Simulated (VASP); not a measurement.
Input of a VASP 6.6.1 run:

The input INCAR:

```
SYSTEM = Sn
PREC = Accurate ; ENCUT = 520
EDIFF = 1E-7 ; ISMEAR = -1
SIGMA = 0.05 ; LREAL = .False.
LASPH = .True. ; NELM = 80
ALGO = Normal ; ISIF = 2
LWAVE = .False. ; LCHARG = .True.
GGA = RE ; IVDW = 13
LELF = .True. ; LVHAR = .True.
NBANDS = 13
```

KPOINTS

```
Automatic mesh
0
Gamma
  10 10 10
  0 0 0
```

Contents of POSCAR:

```
Sn
1.0
   -1.8689829394      1.8689829394      1.8689829394
    1.8689829394     -1.8689829394      1.8689829394
    1.8689829394      1.8689829394     -1.8689829394
Sn
1
Direct
    0.0000000000      0.0000000000      0.0000000000
```

Potentials or basis: VASP PAW PBE potentials, release 64 (Sn_d).

Launch:

```sh
$ cat potpaw_PBE.64/Sn_d/POTCAR > POTCAR
$ mpirun -np 1 vasp_std > vasp.out
```

Predict the pressure.

-0.1 GPa.

Predict the band gap on the k mesh.

zero (band 7 reaches 17.06 eV, above the bottom of band 8 at 6.25 eV).

Caveat: the PAW data sets were made with another functional, which shifts forces and pressure a little; spin-orbit coupling is left out, which moves the levels of the heavy elements; pairwise dispersion overbinds metals, which lowers pressure and volume.
